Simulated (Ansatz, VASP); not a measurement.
**One calculation of TiAl, two programs**

```
Ti Al
1.0
     2.77663    0.00000    0.00000
    -1.38831    2.40463    0.00000
     0.00000    0.00000    4.61994
Ti Al
1 1
Direct
  0.00000 0.00000 0.00000
  0.33333 0.66667 0.50000
```

Change from the starting cell: strain -0.0250 x Voigt [1, 1, 0, 0, 0, 0], atoms carried along.

Alike in both runs: task single point; functional PBEsol; k mesh 24 × 24 × 14; occupations gaussian, width 0.15 eV; no spin polarisation.

|  | VASP | Ansatz |
| --- | --- | --- |
| version | VASP 6.6.1 | Ansatz 0.2.0 |
| potentials or method | VASP PAW PBE potentials, release 64 (Ti_sv, Al), cutoff 500 eV | scalar-relativistic, plane waves, PAW |
| valence electrons in the cell | 15 | 15 |

|  | VASP | Ansatz | Ansatz less VASP |
| --- | --- | --- | --- |
| gap on the k mesh at the Fermi level (eV) | none | none | - |
| pressure (GPa) | 5.9 | 5.9 | +0.04 |
| traceless stress, the component that is largest in VASP (GPa) | -2.28 | -2.37 | -0.081 |

VASP's potentials were made for PBE, not for PBEsol. A gap of «none» marks a metal or a gap that the smearing closes.
